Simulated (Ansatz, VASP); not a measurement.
One calculation of BAs, two programs

```
B As
1.0
     0.00000    2.38850    2.38850
     2.38850    0.00000    2.38850
     2.38850    2.38850    0.00000
B As
1 1
Direct
  0.00000 0.00000 0.00000
  0.25000 0.25000 0.25000
```

Alike in both runs: task electric field gradients; functional PBE; k mesh 10 × 10 × 10; occupations fermi-dirac, width 0.02 eV; no spin polarisation.

```csv
,VASP,Ansatz
version,VASP 6.6.1,Ansatz 0.2.0
potentials or method,"VASP PAW PBE potentials, release 64 (B, As)","plane-wave PAW, scalar-relativistic"
plane-wave cutoff (eV),420,420
valence electrons in the cell,8,18
```

|  | VASP | Ansatz | Ansatz less VASP |
| --- | --- | --- | --- |
| gap on the k mesh at the Fermi level (eV) | 1.18 | 1.18 | +0.009 |

VASP's potentials hold 8 valence electrons a cell and Ansatz's 18, so a difference there can come from the potentials and not from the codes.
